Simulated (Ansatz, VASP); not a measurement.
**Sn in VASP and in Ansatz**

The input INCAR:

```
ALGO = Fast
EDIFF = 1E-6
ENCUT = 520
GGA = PS
ISIF = 2
ISMEAR = 0
LASPH = True
LCHARG = True
LELF = True
LREAL = False
LVHAR = True
LWAVE = False
NBANDS = 13
NELM = 60
PREC = Accurate
SIGMA = 0.15
```

File KPOINTS:

```
k-points
0
Gamma
  20 20 20
```

POSCAR

```
Sn
1.0
   -1.6599559875      1.7108017875      2.3383420000
    1.6599559875     -1.7108017875      2.3383420000
    1.7931220125      1.8402922125     -2.3383420000
Sn
1
Direct
    0.0000000000      0.0000000000      0.0000000000
```

Input for Ansatz:

```yaml
crystal:
  lattice:
    - [-1.6599559875, 1.7108017875, 2.338342]
    - [1.6599559875, -1.7108017875, 2.338342]
    - [1.7931220125, 1.8402922125, -2.338342]
  atoms:
    - { symbol: Sn, position: [0.0, 0.0, 0.0] }
basis:
  ecutwfc: 420
kpoints:
  mp_grid: { grid: [20, 20, 20] }
hamiltonian:
  xc: pbesol
scf:
  occupations: { method: gaussian, width: 0.15 }
output:
  forces: true
  stress: true
  eigenvalues: true
```

Change from the starting cell: strain +0.0750 x Voigt [0, 0, 0, 0, 0, 1], atoms carried along.

Alike in both runs: task single point; functional PBEsol; k mesh 20 × 20 × 20; occupations gaussian, width 0.15 eV; no spin polarisation.

|  | VASP | Ansatz |
| --- | --- | --- |
| version | VASP 6.6.1 | Ansatz 0.2.0 |
| potentials or method | VASP PAW PBE potentials, release 64 (Sn_d), cutoff 520 eV | scalar-relativistic, plane waves, PAW |
| valence electrons in the cell | 14 | 14 |

|  | VASP | Ansatz | Ansatz less VASP |
| --- | --- | --- | --- |
| gap on the k mesh at the Fermi level (eV) | none | none | - |
| pressure (GPa) | -3.6 | -3.6 | -0.01 |
| traceless stress, the component that is largest in VASP (GPa) | -0.26 | -0.26 | 0.000 |

VASP's potentials were made for PBE, not for PBEsol. A gap of «none» marks a metal or a gap that the smearing closes.
